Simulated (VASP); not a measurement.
Wanted: the native input for a VASP 6.6.1 run.

```yaml
Task: single point
Functional: LDA
Potentials_or_basis: VASP PAW LDA potentials, release 64 (Mn_sv, O)
Cutoff: 700 eV
k_mesh: 11 × 11 × 6
Occupations: fermi-dirac, width 0.03 eV
Spin: no spin polarisation
Dipole_correction: no
Further_INCAR_settings: ALGO = Normal; EDIFF = 1e-06; NBANDS = 20
```

The structure of MnO2 lies in POSCAR:

```
MnO2
1.0
    2.7982643040      0.0000000000      0.0000000000
   -1.3991321520      2.4233679738      0.0000000000
    0.0000000000      0.0000000000      4.5074421091
Mn O
1 2
Direct
    0.0000000000      0.0000000000      0.5000000000
    0.6666666667      0.3333333333      0.2937074300
    0.3333333333      0.6666666667      0.7062925700
```

One way to write it, as run:

INCAR

```
SYSTEM = MnO2
ALGO     = Normal         ! electronic algorithm
EDIFF    = 1E-6           ! SCF threshold, eV
ENCUT    = 700            ! plane-wave cutoff, eV
GGA_COMPAT= .FALSE.      
ISIF     = 2              ! what is computed and relaxed
ISMEAR   = -1             ! smearing method
LASPH    = .TRUE.         ! aspherical terms in the spheres
LCHARG   = .FALSE.        ! write CHGCAR
LREAL    = .FALSE.        ! projectors in reciprocal space
LWAVE    = .FALSE.        ! write WAVECAR
NBANDS   = 20             ! bands
NELM     = 120            ! most SCF steps
PREC     = Accurate       ! precision mode
SIGMA    = 0.03           ! smearing width, eV
```

KPOINTS

```
k-points
0
G
  11 11 6
  0 0 0
```

Potentials or basis: VASP PAW LDA potentials, release 64 (Mn_sv, O).

Launch:

```sh
$ cat potpaw_LDA.64/Mn_sv/POTCAR potpaw_LDA.64/O/POTCAR > POTCAR
$ mpirun -np 1 vasp_std > vasp.out
```

It gave:

- Pressure: -6.4 GPa
- Largest force: 0.025 eV/Å
- Band gap on the k mesh: zero (an odd number of electrons rules out a gap without spin polarisation)

Caveat: the stress differs along the axes, from -9 to -2 GPa; an odd number of electrons without spin polarisation forces a metal; a magnetic or distorted state may lie lower; the run has no spin polarisation, though such a crystal can be magnetic; semilocal functionals often make such compounds metallic where correlation or magnetic order opens a gap, which also shifts bond lengths.

Wall time 59 s on 1 thread of Intel(R) Xeon(R) Platinum 8259CL CPU @ 2.50GHz (Skylake/Cascade Lake), with other jobs on the host, peak memory 0.19 GiB.
